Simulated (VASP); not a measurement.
# CoO (R-3m) in VASP: notebook

Runs on CoO. Level: PBEsol. Tasks: single point.

All numbers are computed with VASP 6.6.1; they aren't measurements. Logs are shortened: lines on timing, memory, paths and dates and some standing lists are left out, and cuts for length are marked.

## (1) The cell of the first run

The structure is trigonal, space group R-3m (No. 166). The conventional cell has a = 3.011 Å, b = 3.011 Å, c = 7.320 Å, α = 90.00°, β = 90.00°, γ = 120.00°. Co (site symmetry -3m) has 6 O at 2.12 Å within 2.8 Å. Within 2.8 Å of O (site symmetry -3m) lie 6 Co at 2.12 Å.

## (2) Single point, PBEsol, collinear spin, ferromagnetic start

Input file INCAR:

```
PREC = Accurate
ENCUT = 600
EDIFF = 1E-6
ISMEAR = 0
SIGMA = 0.1
LREAL = False
LASPH = True
NELM = 200
ALGO = Normal
ISIF = 2
LWAVE = False
LCHARG = False
ISPIN = 2
MAGMOM = 2.75 0.38
LORBIT = 11
LMAXMIX = 4
GGA = PS
NBANDS = 22
GGA_COMPAT = False
```

Input file KPOINTS:

```
Automatic mesh
0
Gamma
  1 1 1
```

Input file POSCAR:

```
CoO
1.0
    1.5054695445      0.8691832468      2.4399269062
   -1.5054695445      0.8691832468      2.4399269062
    0.0000000000     -1.7383664936      2.4399269062
Co O
1 1
Direct
    0.0000000000      0.0000000000      0.0000000000
    0.5000000000      0.5000000000      0.5000000000
```

Potentials or basis: VASP PAW PBE potentials, release 64 (Co_sv, O).

Command:

```bash
cat potpaw_PBE.64/Co_sv/POTCAR potpaw_PBE.64/O/POTCAR > POTCAR
mpirun -np 1 vasp_gam > vasp.out
```

OUTCAR:

```text
PREC = Accurate
   ENCUT = 600
   EDIFF = 1E-6
   ISMEAR = 0
   LREAL = False
   LASPH = True
   NELM = 200
   ISIF = 2
   ISPIN = 2
   LORBIT = 11
   GGA = PS

 ion  position               nearest neighbor table
   1  0.000  0.000  0.000-   2 2.12   2 2.12   2 2.12   2 2.12   2 2.12   2 2.12
   2  0.500  0.500  0.500-   1 2.12   1 2.12   1 2.12   1 2.12   1 2.12   1 2.12

  LATTYP: Found a trigonal (rhomboedric) cell.
 ALAT       =     2.9958573687
 COS(alpha) =     0.4949531368

  Lattice vectors:

 A1 = (   1.5054695445,   0.8691832468,   2.4399269062)
 A2 = (  -1.5054695445,   0.8691832468,   2.4399269062)
 A3 = (   0.0000000000,  -1.7383664936,   2.4399269062)

Analysis of symmetry for initial positions (statically):
=====================================================================
 Subroutine PRICEL returns:
 Original cell was already a primitive cell.

 Routine SETGRP: Setting up the symmetry group for a
 trigonal (rhombohedral) supercell.

 Subroutine GETGRP returns: Found 12 space group operations
 (whereof 12 operations were pure point group operations)
 out of a pool of 12 trial point group operations.

The static configuration has the point symmetry D_3d.

Analysis of symmetry for dynamics (positions and initial velocities):
=====================================================================
 Subroutine PRICEL returns:
 Original cell was already a primitive cell.

 Routine SETGRP: Setting up the symmetry group for a
 trigonal (rhombohedral) supercell.

 Subroutine GETGRP returns: Found 12 space group operations
 (whereof 12 operations were pure point group operations)
 out of a pool of 12 trial point group operations.

The dynamic configuration has the point symmetry D_3d.

Analysis of structural, dynamic, and magnetic symmetry:
=====================================================================
 Subroutine PRICEL returns:
 Original cell was already a primitive cell.

 Routine SETGRP: Setting up the symmetry group for a
 trigonal (rhombohedral) supercell.

 Subroutine GETGRP returns: Found 12 space group operations
 (whereof 12 operations were pure point group operations)
 out of a pool of 12 trial point group operations.

The overall configuration has the point symmetry D_3d.

 Subroutine INISYM returns: Found 12 space group operations
 (whereof 12 operations are pure point group operations),
 and found     1 'primitive' translations

----------------------------------------------------------------------------------------

                                     Primitive cell

  volume of cell :      19.1563

  direct lattice vectors                    reciprocal lattice vectors
     1.505469544  0.869183247  2.439926906     0.332122295  0.191750896  0.136616114
    -1.505469544  0.869183247  2.439926906    -0.332122295  0.191750896  0.136616114
     0.000000000 -1.738366494  2.439926906     0.000000000 -0.383501793  0.136616114

  length of vectors
     2.995857369  2.995857369  2.995857369     0.407108816  0.407108816  0.407108816

  position of ions in fractional coordinates (direct lattice)
     0.000000000  0.000000000  0.000000000
     0.500000000  0.500000000  0.500000000

  ion indices of the primitive-cell ions
   primitive index   ion index
                 1           1
                 2           2

----------------------------------------------------------------------------------------

 KPOINTS: Automatic mesh

Automatic generation of k-mesh.
 Grid dimensions read from file:
 generate k-points for:    1    1    1

 Generating k-lattice:

  Cartesian coordinates                     Fractional coordinates (reciprocal lattice)
     0.332122295  0.191750896  0.136616114     1.000000000  0.000000000  0.000000000
    -0.332122295  0.191750896  0.136616114     0.000000000  1.000000000  0.000000000
     0.000000000 -0.383501793  0.136616114     0.000000000  0.000000000  1.000000000

  Length of vectors
     0.407108816  0.407108816  0.407108816

  Shift w.r.t. Gamma in fractional coordinates (k-lattice)
     0.000000000  0.000000000  0.000000000

 Subroutine IBZKPT returns following result:
 ===========================================

 Found      1 irreducible k-points:

 Following reciprocal coordinates:
            Coordinates               Weight
  0.000000  0.000000  0.000000      1.000000
   k-points           NKPTS =      1   k-points in BZ     NKDIM =      1   number of bands    NBANDS=     22
   number of dos      NEDOS =    301   number of ions     NIONS =      2
   total plane-waves  NPLWV =  13824
   dimension x,y,z NGX =    24 NGY =   24 NGZ =   24
   dimension x,y,z NGXF=    48 NGYF=   48 NGZF=   48
   ions per type =               1   1
   NGX,Y,Z   is equivalent  to a cutoff of  13.32, 13.32, 13.32 a.u.
   NGXF,Y,Z  is equivalent  to a cutoff of  26.64, 26.64, 26.64 a.u.
 SYSTEM =  unknown system
   PREC   = accura    normal or accurate (medium, high low for compatibility)
   ISTART =      0    job   : 0-new  1-cont  2-samecut
   ICHARG =      2    charge: 1-file 2-atom 10-const
   ISPIN  =      2    spin polarized calculation?
   LNONCOLLINEAR =      F non collinear calculations
   LSORBIT =      F    spin-orbit coupling
   LASPH  =      T    aspherical Exc in radial PAW
   ENCUT  =  600.0 eV  44.10 Ry    6.64 a.u.   5.98  5.98  5.98*2*pi/ulx,y,z
   NELM   =    200;   NELMIN=  2; NELMDL= -5     # of ELM steps
   EDIFF  = 0.1E-05   stopping-criterion for ELM
   LREAL  =      F    real-space projection
   EDIFFG = 0.1E-04   stopping-criterion for IOM
   NSW    =      0    number of steps for IOM
   IBRION =     -1    ionic relax: 0-MD 1-quasi-New 2-CG
   NFREE  =      0    steps in history (QN), initial steepest desc. (CG)
   ISIF   =      2    stress and relaxation
   ISYM   =      2    0-nonsym 1-usesym 2-fastsym
   POTIM  = 0.5000    time-step for ionic-motion
   TEBEG  =    0.0;   TEEND  =   0.0 temperature during run
   PSTRESS=    0.0 pullay stress
   NELECT =      23.0000    total number of electrons
   NUPDOWN=      -1.0000    fix difference up-down
   EMIN   =  10.00;   EMAX   =-10.00  energy-range for DOS
   EFERMI =   0.00;   METHOD = LEGACY
   ISMEAR =     0;   SIGMA  =   0.10  broadening in eV -4-tet -1-fermi 0-gaus
   EFERMI_NEDOS =   21; number of points for ismear=-14 and -15
   IALGO  =     38    algorithm
   IMIX   =      4    mixing-type and parameters
     AMIX     =   0.40;   BMIX     =  1.00
     AMIX_MAG =   1.60;   BMIX_MAG =  1.00
  volume/ion in A,a.u.               =       9.58        64.64
  Fermi-wavevector in a.u.,A,eV,Ry     =   1.739991  3.288106 41.192569  3.027568
  Thomas-Fermi vector in A             =   2.812726
   LORBIT       =     11    0 simple, 1 ext, 2 COOP (PROOUT), +10 PAW based schemes
   GGA     = PS    functional components
   LHFCALC =     F    Hartree Fock is set to
   AEXX    =    0.0000 exact exchange contribution
   IVDW    =     0    specifies the selected vdW correction
   LEPSILON=     F    determine dielectric tensor
   LRPA    =     F    only Hartree local field effects (RPA)
 spin polarized calculation
 Gauss-broadening in eV      SIGMA  =   0.10
  energy-cutoff  :      600.00
  volume of cell :       19.16
 maximum number of plane-waves:       317
 NGX is ok and might be reduce to    24
   NGX = 11   NGY = 11   NGZ = 11

 number of electron      22.9999980 magnetization       3.0000082

 Free energy of the ion-electron system (eV)
  ---------------------------------------------------
  ext. energy  EPLUGINS =         0.00000000
  ---------------------------------------------------
  free energy    TOTEN  =        -6.06933407 eV

  energy without entropy =       -6.03839874  energy(sigma->0) =       -6.05386641

 E-fermi :   8.1578     XC(G=0): -12.6292

 val. band max:        8.0683105821   @ k =   0.0000   0.0000   0.0000
 cond. band min:       8.2397507773   @ k =   0.0000   0.0000   0.0000
 fundamental gap:      0.1714401952
 Fermi energy:         8.1578257922

 spin component 1

 k-point     1 :       0.0000    0.0000    0.0000
  band No.  band energies     occupation
      1     -86.5452      1.00000
      2     -50.0495      1.00000
      3     -49.9249      1.00000
      4     -49.9249      1.00000
      5     -10.8311      1.00000
      6       5.1860      1.00000
[... 14 lines left out ...]
     21      30.6734      0.00000
     22      33.6694      0.00000
 Fermi energy:         8.1578257922

 spin component 2

 k-point     1 :       0.0000    0.0000    0.0000
  band No.  band energies     occupation
      1     -84.2083      1.00000
      2     -47.6850      1.00000
      3     -47.6635      1.00000
      4     -47.6635      1.00000
      5      -9.4983      1.00000
      6       7.6749      1.00000
[... 14 lines left out ...]
     21      31.8343      0.00000
     22      34.9653      0.00000

------------------------ aborting loop because EDIFF is reached ----------------------------------------

  FORCE on cell =-STRESS in cart. coord.  units (eV):
  Direction    XX          YY          ZZ          XY          YZ          ZX
  --------------------------------------------------------------------------------------
  -------------------------------------------------------------------------------------
  Total        3.5478423      3.5478423     -2.7274050      0.0000000      0.0000000      0.0000000
  in kB      296.7313974    296.7313974   -228.1123608      0.0000000      0.0000000      0.0000000
  external PRESSURE =     121.7834780 kB  Pullay stress =       0.0000000 kB

 VOLUME and BASIS-vectors are now :
 -----------------------------------------------------------------------------
  energy-cutoff  :      600.00
  volume of cell :       19.16
      direct lattice vectors                 reciprocal lattice vectors
     1.505469544  0.869183247  2.439926906     0.332122295  0.191750896  0.136616114
    -1.505469544  0.869183247  2.439926906    -0.332122295  0.191750896  0.136616114
     0.000000000 -1.738366494  2.439926906     0.000000000 -0.383501793  0.136616114

 POSITION                                       TOTAL-FORCE (eV/Angst)
 -----------------------------------------------------------------------------------
      0.00000      0.00000      0.00000         0.000000     -0.000000     -0.000000
      0.00000      0.00000      3.65989        -0.000000      0.000000      0.000000
 -----------------------------------------------------------------------------------
    total drift:                               -0.000000     -0.000000     -0.000000

  FREE ENERGIE OF THE ION-ELECTRON SYSTEM (eV)
  ---------------------------------------------------
  free  energy   TOTEN  =        -6.0693340744 eV

  energy  without entropy=       -6.0383987364  energy(sigma->0) =       -6.05386641

 total charge

# of ion       s       p       d       tot
------------------------------------------
    1        2.088   6.021   6.883  14.992
    2        1.293   3.777   0.000   5.070
--------------------------------------------------
tot          3.381   9.799   6.883  20.062

 magnetization (x)

# of ion       s       p       d       tot
------------------------------------------
    1       -0.003   0.012   1.963   1.973
    2        0.018   0.662   0.000   0.680
--------------------------------------------------
tot          0.015   0.674   1.963   2.652
```

Wall time 54 s (1 thread of Intel Xeon Platinum 8259CL at 2.50GHz (Skylake/Cascade Lake), shared host); peak memory 0.14 GiB.

Results:

```
Free energy                                           : -6.0693 eV
Pressure                                              : 12.2 GPa
Band gap on the k mesh                                : 0.17 eV
Net moment                                            : 3.00 μB per cell
Site moments                                          : Co +1.97; O +0.68 μB
Valence electrons inside the program's atomic spheres : Co 14.99; O 5.07
```

Caveat: the k points lie up to 2.56 Å⁻¹ apart; the PAW data sets were made with another functional, which shifts forces and pressure a little; a cell with one magnetic atom can't hold antiferromagnetic order, which such compounds often take.

(Part 1 of 3 ends here.)
